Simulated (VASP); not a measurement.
Set up this calculation in VASP 6.6.1, as the native input.

```
Task                   : relaxation of cell and atoms
Functional             : PBE
Potentials or basis    : VASP PAW PBE potentials, release 64 (Li_sv, Os)
Cutoff                 : 600 eV
k mesh                 : 12 × 12 × 10
Occupations            : gaussian, width 0.1 eV
Spin                   : no spin polarisation
Dipole correction      : no
Further INCAR settings : ALGO = Fast; EDIFF = 1e-07; IBRION = 2; EDIFFG = -0.01; NSW = 100; ISIF = 3
```

The structure of Li3Os lies in POSCAR:

```
Li3Os
1.0
    5.2530301780      0.0000000000      0.0000000000
   -2.6265150890      4.5492575810      0.0000000000
    0.0000000000      0.0000000000      4.2163672200
Li Os
6 2
Direct
    0.8330000000      0.6660000000      0.2500000000
    0.1670000000      0.8330000000      0.7500000000
    0.3340000000      0.1670000000      0.2500000000
    0.1670000000      0.3340000000      0.7500000000
    0.8330000000      0.1670000000      0.2500000000
    0.6660000000      0.8330000000      0.7500000000
    0.3333333333      0.6666666667      0.2500000000
    0.6666666667      0.3333333333      0.7500000000
```

These files were run (other wordings do the same):

INCAR

```
PREC = Accurate ; ENCUT = 600
EDIFF = 1E-7 ; ISMEAR = 0
SIGMA = 0.1 ; LREAL = False
LASPH = True ; NELM = 60
ALGO = Fast ; ISIF = 3
LWAVE = False ; LCHARG = False
GGA = PE ; IBRION = 2
NSW = 100 ; EDIFFG = -0.01
```

KPOINTS

```
Automatic mesh
0
Gamma
  12 12 10
```

Potentials or basis: VASP PAW PBE potentials, release 64 (Li_sv, Os).

Launch:

```console
$ cat potpaw_PBE.64/Li_sv/POTCAR potpaw_PBE.64/Os/POTCAR > POTCAR
$ mpirun -np 1 vasp_std > vasp.out
```

Results of the run:

```json
{"Relaxed volume": "13.27 Å³/atom", "Relaxed cell": "a = 5.228 Å, b = 5.228 Å, c = 4.485 Å, α = 90.00°, β = 90.00°, γ = 120.00°", "Space group after relaxing (to 0.1 Å)": "P6_3/mmc (No. 194)", "Energy gained by relaxing": "24.8 meV/atom", "Ionic steps": "8", "Pressure after relaxing": "0.1 GPa", "Largest force after relaxing": "0.004 eV/Å", "Band gap on the k mesh": "zero (bands 17 and 18 overlap by 0.70 eV)"}
```

Caveat: the cutoff is under 1.25 times the usual one of these potentials, so pressure, stress and relaxed cells hold a basis-set (Pulay) error; spin-orbit coupling is left out, which moves the levels of the heavy elements.

Wall time 39 min on 1 thread of AMD EPYC 9R45 96-Core Processor (Zen 5), on a shared host, peak memory 0.42 GiB.
